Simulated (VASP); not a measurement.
A run of VASP 6.6.1 is set up as follows.

File INCAR:

```
SYSTEM = SiC
PREC = Accurate
ENCUT = 520
EDIFF = 1E-7
ISMEAR = 0
SIGMA = 0.01
LREAL = .FALSE.
LASPH = .TRUE.
NELM = 60
ALGO = Normal
ISIF = 2
LWAVE = .FALSE.
LCHARG = .FALSE.
GGA = PS
NBANDS = 16
```

File KPOINTS:

```
Automatic mesh
0
G
  12 12 4
  0 0 0
```

Contents of POSCAR:

```
SiC
1.0
    3.0862193442      0.0000000000      0.0000000000
   -1.5431096721      2.6727443517      0.0000000000
    0.0000000000      0.0000000000      5.0647708873
Si C
2 2
Direct
    0.3333333333      0.6666666667      0.0000000000
    0.6666666667      0.3333333333      0.5000000000
    0.3333333333      0.6666666667      0.3850000000
    0.6666666667      0.3333333333      0.8850000000
```

Potentials or basis: VASP PAW PBE potentials, release 64 (Si, C).

Command:

```bash
$ cat potpaw_PBE.64/Si/POTCAR potpaw_PBE.64/C/POTCAR > POTCAR
$ mpirun -np 1 vasp_std > vasp.out
```

Question: What does it give for the pressure?

Answer: -1.6 GPa.

Question: What does it give for the band gap on the k mesh?

Answer: 2.18 eV, indirect (least direct gap 3.94 eV).

Question: Predict the largest force.

Answer: 0.734 eV/Å.

Forces in eV/Å, atoms in the order of the input:
```
Si   0.000  0.000  0.734
Si   0.000  0.000  0.734
C    0.000  0.000 -0.734
C    0.000  0.000 -0.734
```

Caveat: the PAW data sets were made with another functional, which shifts forces and pressure a little. A k mesh can miss the band edges.
